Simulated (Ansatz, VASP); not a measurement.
Rb: VASP beside Ansatz

```
Rb
1.0
    -2.64690    2.64690    2.69405
     2.64690   -2.64690    2.69405
     2.55261    2.55261   -2.69405
Rb
1
Direct
  0.00000 0.00000 0.00000
```

Change from the starting cell: engineering shear strain xy -0.0350, equal normal strain along x and y -0.0350.

Alike in both runs: task single point; functional LDA; k mesh 12 × 12 × 12; occupations gaussian, width 0.15 eV; no spin polarisation.

|  | VASP | Ansatz |
| --- | --- | --- |
| version | VASP 6.6.1 | Ansatz 0.2.0 |
| potentials or method | VASP PAW LDA potentials, release 64 (Rb_sv), cutoff 520 eV | scalar-relativistic, plane waves, PAW |
| valence electrons in the cell | 9 | 9 |

```tsv
	VASP	Ansatz	Ansatz less VASP
gap on the k mesh at the Fermi level (eV)	none	none	-
pressure (GPa)	0.3	0.3	0.00
traceless stress, the component that is largest in VASP (GPa)	0.08	0.08	0.000
```

LDA's correlation is that of Perdew and Zunger in VASP and of Perdew and Wang (1992) in Ansatz. A gap of «none» marks a metal or a gap that the smearing closes.
